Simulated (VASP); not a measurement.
Set up this calculation in VASP 6.6.1, as the native input.

```
Task                   : single point
Functional             : PBE
Potentials or basis    : VASP PAW PBE potentials, release 64 (Ir)
Cutoff                 : 520 eV
k mesh                 : 22 × 22 × 22
Occupations            : gaussian, width 0.15 eV
Spin                   : no spin polarisation
Dipole correction      : no
Further INCAR settings : ALGO = Normal; EDIFF = 1e-07; NBANDS = 10
```

The structure of Ir lies in POSCAR:

```
Ir
1.0
    0.0000000000      2.1218664650      1.5580865452
    2.1218664650      0.0000000000      1.5580865452
    2.1218664650      2.1218664650      0.0000000000
Ir
1
Direct
    0.0000000000      0.0000000000      0.0000000000
```

One way to write it, as run:

INCAR

```
SYSTEM = Ir
ALGO = Normal
EDIFF = 1E-7
ENCUT = 520
GGA = PE
ISIF = 2
ISMEAR = 0
LASPH = .True.
LCHARG = .False.
LREAL = .False.
LWAVE = .False.
NBANDS = 10
NELM = 100
PREC = Accurate
SIGMA = 0.15
```

KPOINTS

```
k-points
0
Gamma
  22 22 22
  0 0 0
```

Potentials or basis: VASP PAW PBE potentials, release 64 (Ir).

Launch:

```bash
$ cat potpaw_PBE.64/Ir/POTCAR > POTCAR
$ mpirun -np 1 vasp_std > vasp.out
```

It gave:

* Pressure: 25.8 GPa
* Band gap on the k mesh: zero (an odd number of electrons rules out a gap without spin polarisation)

Caveat: the stress differs along the axes, from 17 to 43 GPa; spin-orbit coupling is left out, which moves the levels of the heavy elements.

It took 46 s on 1 thread of AMD EPYC 9R45 96-Core Processor (Zen 5) (shared host), peak memory 0.21 GiB.
